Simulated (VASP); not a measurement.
A run of VASP 6.6.1 is set up as follows.

INCAR

```
SYSTEM = Sc4Zn
ALGO = Fast
EDIFF = 1E-6
ENCUT = 520
GGA = PE
ISIF = 2
ISMEAR = 0
LASPH = .True.
LCHARG = .True.
LELF = .True.
LREAL = .False.
LVHAR = .True.
LWAVE = .False.
NBANDS = 36
NELM = 100
PREC = Accurate
SIGMA = 0.1
```

Contents of KPOINTS:

```
k-points
0
Gamma
  4 4 4
  0 0 0
```

The input POSCAR:

```
Sc4Zn
1.0
   -3.1707146775      3.1707146775      3.1707146775
    3.1707146775     -3.1707146775      3.1707146775
    3.1707146775      3.1707146775     -3.1707146775
Sc Zn
4 1
Direct
    0.0000000000      0.0000000000      0.5000000000
    0.0000000000      0.5000000000      0.0000000000
    0.5000000000      0.0000000000      0.0000000000
    0.5000000000      0.5000000000      0.5000000000
    0.0000000000      0.0000000000      0.0000000000
```

Potentials or basis: VASP PAW PBE potentials, release 64 (Sc_sv, Zn).

Launch:

```bash
$ cat potpaw_PBE.64/Sc_sv/POTCAR potpaw_PBE.64/Zn/POTCAR > POTCAR
$ mpirun -np 1 vasp_std > vasp.out
```

Problem. Predict the band gap on the k mesh.

Solution. Zero (band 28 reaches 3.15 eV, above the bottom of band 29 at 2.46 eV).

Problem. Predict the pressure.

Solution. 0.1 GPa.
